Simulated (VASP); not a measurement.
Set up this calculation in VASP 6.6.1, as the native input.

| Property | Result |
| --- | --- |
| Task | single point |
| Functional | PBE |
| Potentials or basis | VASP PAW PBE potentials, release 64 (Cd, In_d, S) |
| Cutoff | 520 eV |
| k mesh | 12 × 12 × 6 |
| Occupations | gaussian, width 0.15 eV |
| Spin | no spin polarisation |
| Dipole correction | no |
| Further INCAR settings | ALGO = Normal; EDIFF = 1e-06; NBANDS = 26 |

The structure of CdInS2 lies in POSCAR:

```
CdInS2
1.0
    4.0092437330      0.0000000000      0.0000000000
   -2.0046218665      3.4721069228      0.0000000000
    0.0000000000      0.0000000000      6.3490383756
Cd In S
1 1 2
Direct
    0.0000000000      0.0000000000      0.0000000000
    0.0000000000      0.0000000000      0.5000000000
    0.6666666667      0.3333333333      0.7211797945
    0.3333333333      0.6666666667      0.2788202055
```

This cell differs from its parent crystal: atoms shifted along a free coordinate, c/a of the conventional cell at fixed volume 1.5836.

The input as run:

INCAR

```
PREC     = Accurate       # precision mode
ENCUT    = 520            # plane-wave cutoff, eV
EDIFF    = 1E-6           # SCF threshold, eV
ISMEAR   = 0              # smearing method
SIGMA    = 0.15           # smearing width, eV
LREAL    = False          # projectors in reciprocal space
LASPH    = True           # aspherical terms in the spheres
NELM     = 80             # most SCF steps
ALGO     = Normal         # electronic algorithm
ISIF     = 2              # what is computed and relaxed
LWAVE    = False          # write WAVECAR
LCHARG   = True           # write CHGCAR
GGA      = PE             # functional
LELF     = True           # ELF
LVHAR    = True         
NBANDS   = 26             # bands
```

KPOINTS

```
regular mesh
0
Gamma
  12 12 6
```

Potentials or basis: VASP PAW PBE potentials, release 64 (Cd, In_d, S).

Command:

```bash
$ cat potpaw_PBE.64/Cd/POTCAR potpaw_PBE.64/In_d/POTCAR potpaw_PBE.64/S/POTCAR > POTCAR
$ mpirun -np 1 vasp_std > vasp.out
```

It gave:

```json
{"Pressure": "2.2 GPa", "Largest force": "0.923 eV/Å", "Band gap on the k mesh": "zero (an odd number of electrons rules out a gap without spin polarisation)"}
```

Caveat: the stress differs along the axes, from -1 to 8 GPa; spin-orbit coupling is left out, which moves the levels of the heavy elements; an odd number of electrons without spin polarisation forces a metal; a magnetic or distorted state may lie lower.

Run time: 92 s on 1 thread of Intel(R) Xeon(R) 6975P-C (Granite Rapids), with other jobs on the host, peak memory 0.36 GiB.
